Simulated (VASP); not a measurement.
Set up this calculation in VASP 6.6.1, as the native input.

| Item | Value |
| --- | --- |
| Task | relaxation of cell and atoms |
| Functional | r2SCAN |
| Potentials or basis | VASP PAW PBE potentials, release 64 (H_h) |
| Cutoff | 1350 eV |
| k mesh | 9 × 9 × 6 |
| Occupations | gaussian, width 0.02 eV |
| Spin | no spin polarisation |
| Dipole correction | no |
| Further INCAR settings | ALGO = Normal; EDIFF = 1e-07; IBRION = 2; EDIFFG = -0.005; NSW = 100; ISIF = 3 |

H:

```xyz
4
Lattice="3.8401 0.0000 0.0000 -1.9201 3.3257 0.0000 0.0000 0.0000 5.0467" Properties=species:S:1:pos:R:3 pbc="T T T"
H     0.0000    2.2171    0.8907
H     1.9201    1.1086    3.4140
H     1.9201    1.1086    4.1559
H     0.0000    2.2171    1.6326
```

The input as run:

POSCAR

```
H
1.0
    3.8401304226      0.0000000000      0.0000000000
   -1.9200652113      3.3256504998      0.0000000000
    0.0000000000      0.0000000000      5.0466615500
H
4
Direct
    0.3333333300      0.6666666700      0.1764958800
    0.6666666700      0.3333333300      0.6764958800
    0.6666666700      0.3333333300      0.8235041200
    0.3333333300      0.6666666700      0.3235041200
```

INCAR.step1

```
PREC = Accurate
ENCUT = 1350
ISMEAR = 0
SIGMA = 0.02
LREAL = False
LASPH = True
NELM = 120
GGA = PE
ALGO = Normal
EDIFF = 1E-5
LWAVE = True
LCHARG = False
GGA_COMPAT = False
IBRION = 2
ISIF = 3
EDIFFG = -0.005
NELMIN = 4
NSW = 100
```

INCAR.step2

```
PREC = Accurate
ENCUT = 1350
EDIFF = 1E-7
ISMEAR = 0
SIGMA = 0.02
LREAL = False
LASPH = True
NELM = 120
ALGO = Normal
ISIF = 3
LWAVE = False
LCHARG = False
METAGGA = R2SCAN
LMIXTAU = True
IBRION = 2
NSW = 100
EDIFFG = -0.005
ISTART = 1
GGA_COMPAT = False
NELMIN = 4
```

KPOINTS

```
regular mesh
0
Gamma
  9 9 6
```

Potentials or basis: VASP PAW PBE potentials, release 64 (H_h).

Command:

```sh
$ cat potpaw_PBE.64/H_h/POTCAR > POTCAR
$ cp INCAR.step1 INCAR
$ mpirun -np 1 vasp_std > vasp.out
$ cp INCAR.step2 INCAR
$ mpirun -np 1 vasp_std > vasp.out
```

It gave:

* Relaxed volume: 19.41 Å³/atom
* Relaxed cell: a = 3.942 Å, b = 3.942 Å, c = 5.771 Å, α = 90.00°, β = 90.00°, γ = 120.00°
* Space group after relaxing (to 0.1 Å): P6_3/mmc (No. 194)
* Energy gained by relaxing: 0.8 meV/atom
* Ionic steps: 24
* Pressure after relaxing: 0.0 GPa
* Band gap on the k mesh: 10.23 eV (least direct gap 10.25 eV)

Caveat: the volume moved by over 15 % at a fixed basis, so the end points are rough; the PAW data sets were made with another functional, which shifts forces and pressure a little.

Run time: 37 min on 1 thread of Intel(R) Xeon(R) 6975P-C (Granite Rapids) (shared host), peak memory 0.44 GiB.
